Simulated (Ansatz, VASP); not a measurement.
**Two plane-wave programs on BaTl2B**

```
CELL_PARAMETERS angstrom
3.67170 0.00000 0.00000
-1.83585 3.17979 0.00000
0.00000 0.00000 16.43279
ATOMIC_POSITIONS crystal
Ba 0.33333 0.66667 0.75000
Ba 0.66667 0.33333 0.25000
Tl 0.33333 0.66667 0.41400
Tl 0.66667 0.33333 0.91400
Tl 0.66667 0.33333 0.58600
Tl 0.33333 0.66667 0.08600
B 0.00000 0.00000 0.50000
B 0.00000 0.00000 0.00000
```

Alike in both runs: task relaxation of cell and atoms; functional PBE; k mesh 6 × 6 × 1; occupations gaussian, width 0.1 eV; no spin polarisation.

```csv
,VASP,Ansatz
version,VASP 6.6.1,Ansatz 0.2.0
potentials or method,"VASP PAW PBE potentials, release 64 (Ba_sv, Tl_d, B), cutoff 600 eV","scalar-relativistic, plane waves, PAW"
valence electrons in the cell,78,78
```

|  | VASP | Ansatz | Ansatz less VASP |
| --- | --- | --- | --- |
| gap on the k mesh at the Fermi level, each at its own relaxed structure (eV) | none | none | - |
| relaxed volume (Å³/atom) | 28.56 | 28.20 | -0.359 |
| relaxed cell length with the largest relative difference (Å) | 13.041 | 12.909 | -0.1320 |

A gap of «none» marks a metal or a gap that the smearing closes.

The k mesh is coarse, so the values compare programs but aren't converged. Spin-orbit coupling is off throughout. Noted on VASP's run: the volume moved by over 15 % at a fixed basis, so the end points are rough.
